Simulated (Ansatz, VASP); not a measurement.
SiO2 in VASP and in Ansatz

```xyz
24
Lattice="6.8576 0.0000 0.0000 0.0000 6.8576 0.0000 0.0000 0.0000 7.0331" Properties=species:S:1:pos:R:3 pbc="T T T"
Si    1.4114    3.0928    6.6756
Si    0.3360    2.0174    3.8740
Si    6.5216    4.8402    3.8740
Si    3.0928    5.4462    0.3574
Si    5.4462    3.7648    6.6756
Si    4.8402    0.3360    3.1591
Si    2.0174    6.5216    3.1591
Si    3.7648    1.4114    0.3574
O     1.0763    5.6096    4.1020
O     2.3525    2.1808    0.5854
O     4.5050    4.6768    0.5854
O     0.0000    3.4288    0.3536
O     1.1026    2.3262    5.2748
O     3.4288    0.0000    6.6794
O     4.6768    2.3525    6.4477
O     2.1808    4.5050    6.4477
O     0.0000    3.4288    3.1629
O     5.7813    1.2480    4.1020
O     3.4288    0.0000    3.8702
O     1.2480    1.0763    2.9311
O     5.6096    5.7813    2.9311
O     4.5314    1.1026    1.7583
O     2.3262    5.7549    1.7583
O     5.7549    4.5314    5.2748
```

Alike in both runs: task electric field gradients; functional revPBE; k mesh 4 × 4 × 3; occupations fermi-dirac, width 0.02 eV; no spin polarisation.

|  | VASP | Ansatz |
| --- | --- | --- |
| version | VASP 6.6.1 | Ansatz 0.2.0 |
| potentials or method | VASP PAW PBE potentials, release 64 (Si, O) | plane-wave PAW, scalar-relativistic |
| plane-wave cutoff (eV) | 520 | 420 |
| valence electrons in the cell | 128 | 128 |

```tsv
	VASP	Ansatz	Ansatz less VASP
gap on the k mesh at the Fermi level (eV)	5.69	5.69	+0.001
pressure (GPa)	7.1	7.3	+0.13
traceless stress, the component that is largest in VASP (GPa)	-0.02	0.15	+0.169
rms of the force components (eV/Å)	0.216	0.228	+0.0115
size of Vzz on the site where it differs most (V/Å²)	98.0	102.3	+4.36
```

VASP's potentials were made for PBE, not for revPBE. Atom by atom the forces differ by 0.013 eV/Å (rms over components).
